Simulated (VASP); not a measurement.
Input of a VASP 6.6.1 run:

File INCAR:

```
SYSTEM = BaTiO3
ALGO = Normal
EDIFF = 1E-8
ENCUT = 520
GGA = PS
ISIF = 2
ISMEAR = -1
LASPH = .True.
LCHARG = .False.
LEFG = .True.
LREAL = .False.
LWAVE = .False.
NBANDS = 28
NELM = 60
PREC = Accurate
SIGMA = 0.03
```

The input KPOINTS:

```
k-points
0
Gamma
  7 7 7
  0 0 0
```

File POSCAR:

```
BaTiO3
1.0
    4.0797960000      0.0000000000      0.0000000000
    0.0000000000      4.0797960000      0.0000000000
    0.0000000000      0.0000000000      4.0180000000
Ba Ti O
1 1 3
Direct
    0.0000000000      0.0000000000      0.0000000000
    0.5000000000      0.5000000000      0.5000000000
    0.5000000000      0.5000000000      0.0000000000
    0.5000000000      0.0000000000      0.5000000000
    0.0000000000      0.5000000000      0.5000000000
```

Potentials or basis: VASP PAW PBE potentials, release 64 (Ba_sv, Ti_sv, O).

Launch:

```sh
$ cat potpaw_PBE.64/Ba_sv/POTCAR potpaw_PBE.64/Ti_sv/POTCAR potpaw_PBE.64/O/POTCAR > POTCAR
$ mpirun -np 1 vasp_std > vasp.out
```

Question: What does it give for the pressure?

Answer: -8.7 GPa.

Question: Predict the band gap on the k mesh.

Answer: 1.66 eV (least direct gap 1.77 eV).

Stress tensor (GPa, compression positive):
```
-9.54  0.00  0.00
 0.00 -9.54  0.00
 0.00  0.00 -7.12
```

Caveat: the cell differs from its parent crystal (equal xx and yy strain of +2 %); the cell stands under tension; without QUAD_EFG the Cq values of the log hold for a quadrupole moment of 1 mb, not for the nuclei; the PAW data sets were made with another functional, which shifts forces and pressure a little; spin-orbit coupling is left out, which moves the levels of the heavy elements; an odd mesh through Γ misses points on the zone boundary, where band edges can lie.
